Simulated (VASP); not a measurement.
# NaH (P6_3/mmc) in VASP: a series of runs

Runs on NaH. Level: PBE. Tasks: relaxation of shape and atoms at fixed volume.

All numbers are computed with VASP 6.6.1; they aren't measurements. Logs are shortened: lines on timing, memory, paths and dates and some standing lists are left out, and cuts for length are marked.

### 1 The cell of the first run

The structure is hexagonal, space group P6_3/mmc (No. 194). Conventional cell: a = 3.850 Å, b = 3.850 Å, c = 4.727 Å, α = 90.00°, β = 90.00°, γ = 120.00°. Within 2.9 Å of Na (site symmetry -6m2) lie 5 H at 2.22 to 2.36 Å. H (site symmetry -6m2) has 5 Na at 2.22 to 2.36 Å within 2.9 Å.

### 2 Relaxation of shape and atoms at fixed volume, PBE (volume scaled by 0.91)

Contents of INCAR:

```
PREC     = Accurate       # precision mode
ENCUT    = 600            # plane-wave cutoff, eV
EDIFF    = 1E-6           # SCF threshold, eV
ISMEAR   = 0              # smearing method
SIGMA    = 0.02           # smearing width, eV
LREAL    = False          # projectors in reciprocal space
LASPH    = True           # aspherical terms in the spheres
NELM     = 60             # most SCF steps
ALGO     = Normal         # electronic algorithm
ISIF     = 4              # what is computed and relaxed
LWAVE    = False          # write WAVECAR
LCHARG   = False          # write CHGCAR
GGA      = PE             # functional
IBRION   = 2              # ionic algorithm
NSW      = 50             # ionic steps
EDIFFG   = -0.01          # ionic threshold
```

Contents of KPOINTS:

```
regular mesh
0
Gamma
  6 6 6
```

Contents of POSCAR:

```
NaH
1.0
    3.8498759237      0.0000000000      0.0000000000
   -1.9249379618      3.3340903514      0.0000000000
    0.0000000000      0.0000000000      4.7268783394
Na H
2 2
Direct
    0.3333333333      0.6666666667      0.2500000000
    0.6666666667      0.3333333333      0.7500000000
    0.3333333333      0.6666666667      0.7500000000
    0.6666666667      0.3333333333      0.2500000000
```

Potentials or basis: VASP PAW PBE potentials, release 64 (Na_pv, H).

Launch:

```sh
> cat potpaw_PBE.64/Na_pv/POTCAR potpaw_PBE.64/H/POTCAR > POTCAR
> mpirun -np 1 vasp_std > vasp.out
```

OUTCAR:

```text
PREC = Accurate
   ENCUT = 600
   EDIFF = 1E-6
   ISMEAR = 0
   LREAL = False
   LASPH = True
   NELM = 60
   ISIF = 4
   GGA = PE
   IBRION = 2
   NSW = 50
   EDIFFG = -0.01

 ion  position               nearest neighbor table
   1  0.333  0.667  0.250-
   2  0.667  0.333  0.750-
   3  0.333  0.667  0.750-
   4  0.667  0.333  0.250-

  LATTYP: Found a hexagonal cell.
 ALAT       =     3.8498759237
 C/A-ratio  =     1.2278001767

  Lattice vectors:

 A1 = (   3.8498759237,   0.0000000000,   0.0000000000)
 A2 = (  -1.9249379618,   3.3340903514,   0.0000000000)
 A3 = (   0.0000000000,   0.0000000000,   4.7268783394)

Analysis of symmetry for initial positions (statically):
=====================================================================
 Subroutine PRICEL returns:
 Original cell was already a primitive cell.

 Routine SETGRP: Setting up the symmetry group for a
 hexagonal supercell.

 Subroutine GETGRP returns: Found 24 space group operations
 (whereof 12 operations were pure point group operations)
 out of a pool of 24 trial point group operations.

The static configuration has the point symmetry D_3d.
 The point group associated with its full space group is D_6h.

Analysis of symmetry for dynamics (positions and initial velocities):
=====================================================================
 Subroutine PRICEL returns:
 Original cell was already a primitive cell.

 Routine SETGRP: Setting up the symmetry group for a
 hexagonal supercell.

 Subroutine GETGRP returns: Found 24 space group operations
 (whereof 12 operations were pure point group operations)
 out of a pool of 24 trial point group operations.

The dynamic configuration has the point symmetry D_3d.
 The point group associated with its full space group is D_6h.

 Subroutine INISYM returns: Found 24 space group operations
 (whereof 12 operations are pure point group operations),
 and found     1 'primitive' translations

----------------------------------------------------------------------------------------

                                     Primitive cell

  volume of cell :      60.6734

  direct lattice vectors                    reciprocal lattice vectors
     3.849875924  0.000000000  0.000000000     0.259748631  0.149965942  0.000000000
    -1.924937962  3.334090351  0.000000000     0.000000000  0.299931884  0.000000000
     0.000000000  0.000000000  4.726878339     0.000000000  0.000000000  0.211556111

  length of vectors
     3.849875924  3.849875924  4.726878339     0.299931884  0.299931884  0.211556111

  position of ions in fractional coordinates (direct lattice)
     0.333333333  0.666666667  0.250000000
     0.666666667  0.333333333  0.750000000
     0.333333333  0.666666667  0.750000000
     0.666666667  0.333333333  0.250000000

  ion indices of the primitive-cell ions
   primitive index   ion index
                 1           1
                 2           2
                 3           3
                 4           4

----------------------------------------------------------------------------------------

 KPOINTS: regular mesh

Automatic generation of k-mesh.
 Grid dimensions read from file:
 generate k-points for:    6    6    6

 Generating k-lattice:

  Cartesian coordinates                     Fractional coordinates (reciprocal lattice)
     0.043291438  0.024994324  0.000000000     0.166666667  0.000000000  0.000000000
     0.000000000  0.049988647  0.000000000     0.000000000  0.166666667  0.000000000
     0.000000000  0.000000000  0.035259352     0.000000000  0.000000000  0.166666667

  Length of vectors
     0.049988647  0.049988647  0.035259352

  Shift w.r.t. Gamma in fractional coordinates (k-lattice)
     0.000000000  0.000000000  0.000000000

 Subroutine IBZKPT returns following result:
 ===========================================

 Found     28 irreducible k-points:

 Following reciprocal coordinates:
            Coordinates               Weight
  0.000000  0.000000  0.000000      1.000000
  0.166667  0.000000  0.000000      6.000000
  0.333333  0.000000  0.000000      6.000000
  0.500000  0.000000  0.000000      3.000000
  0.166667  0.166667  0.000000      6.000000
  0.333333  0.166667  0.000000     12.000000
[... 16 lines left out ...]
  0.166667  0.000000  0.500000      6.000000
  0.333333  0.000000  0.500000      6.000000
 [... further k-points ...]
   k-points           NKPTS =     28   k-points in BZ     NKDIM =     28   number of bands    NBANDS=     12
   number of dos      NEDOS =    301   number of ions     NIONS =      4
   total plane-waves  NPLWV =  40960
   dimension x,y,z NGX =    32 NGY =   32 NGZ =   40
   dimension x,y,z NGXF=    64 NGYF=   64 NGZF=   80
   ions per type =               2   2
   NGX,Y,Z   is equivalent  to a cutoff of  13.82, 13.82, 14.07 a.u.
   NGXF,Y,Z  is equivalent  to a cutoff of  27.64, 27.64, 28.14 a.u.
 SYSTEM =  unknown system
   PREC   = accura    normal or accurate (medium, high low for compatibility)
   ISTART =      0    job   : 0-new  1-cont  2-samecut
   ICHARG =      2    charge: 1-file 2-atom 10-const
   ISPIN  =      1    spin polarized calculation?
   LNONCOLLINEAR =      F non collinear calculations
   LSORBIT =      F    spin-orbit coupling
   LASPH  =      T    aspherical Exc in radial PAW
   ENCUT  =  600.0 eV  44.10 Ry    6.64 a.u.   7.69  7.69  9.44*2*pi/ulx,y,z
   NELM   =     60;   NELMIN=  2; NELMDL= -5     # of ELM steps
   EDIFF  = 0.1E-05   stopping-criterion for ELM
   LREAL  =      F    real-space projection
   EDIFFG = -.1E-01   stopping-criterion for IOM
   NSW    =     50    number of steps for IOM
   IBRION =      2    ionic relax: 0-MD 1-quasi-New 2-CG
   NFREE  =      1    steps in history (QN), initial steepest desc. (CG)
   ISIF   =      4    stress and relaxation
   ISYM   =      2    0-nonsym 1-usesym 2-fastsym
   POTIM  = 0.5000    time-step for ionic-motion
   TEBEG  =    0.0;   TEEND  =   0.0 temperature during run
   PSTRESS=    0.0 pullay stress
   NELECT =      16.0000    total number of electrons
   NUPDOWN=      -1.0000    fix difference up-down
   EMIN   =  10.00;   EMAX   =-10.00  energy-range for DOS
   EFERMI =   0.00;   METHOD = LEGACY
   ISMEAR =     0;   SIGMA  =   0.02  broadening in eV -4-tet -1-fermi 0-gaus
   EFERMI_NEDOS =   21; number of points for ismear=-14 and -15
   IALGO  =     38    algorithm
   IMIX   =      4    mixing-type and parameters
     AMIX     =   0.40;   BMIX     =  1.00
     AMIX_MAG =   1.60;   BMIX_MAG =  1.00
  volume/ion in A,a.u.               =      15.17       102.36
  Fermi-wavevector in a.u.,A,eV,Ry     =   1.049821  1.983874 14.995313  1.102124
  Thomas-Fermi vector in A             =   2.184799
   LORBIT       =      0    0 simple, 1 ext, 2 COOP (PROOUT), +10 PAW based schemes
   GGA     = PE    functional components
   LHFCALC =     F    Hartree Fock is set to
   AEXX    =    0.0000 exact exchange contribution
   IVDW    =     0    specifies the selected vdW correction
   LEPSILON=     F    determine dielectric tensor
   LRPA    =     F    only Hartree local field effects (RPA)
 conjugate gradient relaxation of ions
 non-spin polarized calculation
 Gauss-broadening in eV      SIGMA  =   0.02
  energy-cutoff  :      600.00
  volume of cell :       60.67
 maximum number of plane-waves:      2047
 NGX is ok and might be reduce to    32
   NGX = 15   NGY = 15   NGZ = 19

 number of electron      16.0000001 magnetization

 Free energy of the ion-electron system (eV)
  ---------------------------------------------------
  ext. energy  EPLUGINS =         0.00000000
  ---------------------------------------------------
  free energy    TOTEN  =       -10.03792988 eV

  energy without entropy =      -10.03792988  energy(sigma->0) =      -10.03792988

 E-fermi :  -1.1003     XC(G=0):  -7.3431

 val. band max:       -1.2123860428   @ k =   0.1667   0.0000   0.0000
 cond. band min:       2.1518891378   @ k =   0.3333   0.3333   0.0000
 fundamental gap:      3.3642751806
 Fermi energy:        -1.1002726737

 k-point     1 :       0.0000    0.0000    0.0000
  band No.  band energies     occupation
      1     -23.3981      2.00000
      2     -23.3463      2.00000
      3     -23.3463      2.00000
      4     -23.3114      2.00000
      5     -23.3114      2.00000
      6     -23.2883      2.00000
      7      -4.7432      2.00000
      8      -1.2366      2.00000
      9       3.8227      0.00000
     10       7.1391      0.00000
     11       9.5733      0.00000
     12       9.5733      0.00000

 k-point     2 :       0.1667    0.0000    0.0000
  band No.  band energies     occupation
      1     -23.3909      2.00000
      2     -23.3516      2.00000
      3     -23.3499      2.00000
      4     -23.3189      2.00000
      5     -23.3105      2.00000
      6     -23.2942      2.00000
      7      -4.4305      2.00000
      8      -1.2124      2.00000
      9       4.1448      0.00000
     10       5.5103      0.00000
     11       7.7282      0.00000
     12       8.1925      0.00000

 k-point     3 :       0.3333    0.0000    0.0000
  band No.  band energies     occupation
      1     -23.3728      2.00000
      2     -23.3629      2.00000
      3     -23.3565      2.00000
      4     -23.3333      2.00000
      5     -23.3096      2.00000
      6     -23.3095      2.00000
      7      -3.5825      2.00000
      8      -1.3713      2.00000
      9       3.4949      0.00000
     10       5.1166      0.00000
     11       6.9071      0.00000
     12       7.2912      0.00000
[... 286 lines left out ...]
 k-point    23 :       0.1667    0.0000    0.5000
  band No.  band energies     occupation
      1     -23.3641      2.00000
      2     -23.3641      2.00000
      3     -23.3302      2.00000
      4     -23.3302      2.00000
      5     -23.3169      2.00000
      6     -23.3169      2.00000
      7      -3.0931      2.00000
      8      -3.0931      2.00000
      9       5.1976      0.00000
     10       5.1976      0.00000
     11       9.2798      0.00000
     12       9.2798      0.00000

 k-point    24 :       0.3333    0.0000    0.5000
  band No.  band energies     occupation
      1     -23.3855      2.00000
      2     -23.3855      2.00000
      3     -23.3330      2.00000
      4     -23.3330      2.00000
      5     -23.3064      2.00000
      6     -23.3064      2.00000
      7      -2.4659      2.00000
      8      -2.4659      2.00000
      9       3.6431      0.00000
     10       3.6431      0.00000
     11       8.1018      0.00000
     12       8.1018      0.00000

 [... further k-points ...]
[... 5 lines left out ...]
  --------------------------------------------------------------------------------------
  -------------------------------------------------------------------------------------
  Total        0.7988296      0.7988296      0.8084189      0.0000000     -0.0000000      0.0000000
  in kB       21.0943531     21.0943531     21.3475744      0.0000000     -0.0000000      0.0000000
  external PRESSURE =      21.1787602 kB  Pullay stress =       0.0000000 kB

 VOLUME and BASIS-vectors are now :
 -----------------------------------------------------------------------------
  energy-cutoff  :      600.00
  volume of cell :       60.67
      direct lattice vectors                 reciprocal lattice vectors
     3.849875924  0.000000000  0.000000000     0.259748631  0.149965942  0.000000000
    -1.924937962  3.334090351  0.000000000     0.000000000  0.299931884  0.000000000
     0.000000000  0.000000000  4.726878339     0.000000000  0.000000000  0.211556111

 POSITION                                       TOTAL-FORCE (eV/Angst)
 -----------------------------------------------------------------------------------
     -0.00000      2.22273      1.18172        -0.000000     -0.000000      0.000000
      1.92494      1.11136      3.54516        -0.000000      0.000000     -0.000000
     -0.00000      2.22273      3.54516         0.000000      0.000000      0.000000
      1.92494      1.11136      1.18172         0.000000      0.000000      0.000000
 -----------------------------------------------------------------------------------
    total drift:                                0.000000      0.000000      0.000000

  FREE ENERGIE OF THE ION-ELECTRON SYSTEM (eV)
  ---------------------------------------------------
  free  energy   TOTEN  =       -10.0379298788 eV

  energy  without entropy=      -10.0379298788  energy(sigma->0) =      -10.03792988

 reached required accuracy - stopping structural energy minimisation
```

It took 17 s on 1 thread of Intel Xeon Platinum 8488C (Sapphire Rapids), shared host; peak memory 0.18 GiB.

What came out:

```yaml
Free_energy: -10.0379 eV
Pressure_after_relaxing: 2.1 GPa
Band_gap_on_the_k_mesh: 3.36 eV, indirect (least direct gap 4.30 eV)
```

Final structure:
```
CELL_PARAMETERS angstrom
3.84988 0.00000 0.00000
-1.92494 3.33409 0.00000
0.00000 0.00000 4.72688
ATOMIC_POSITIONS crystal
Na 0.33333 0.66667 0.25000
Na 0.66667 0.33333 0.75000
H 0.33333 0.66667 0.75000
H 0.66667 0.33333 0.25000
```

Caveat: the relaxation stopped at its first step, so nothing moved.

(Part 1 of 2 ends here.)
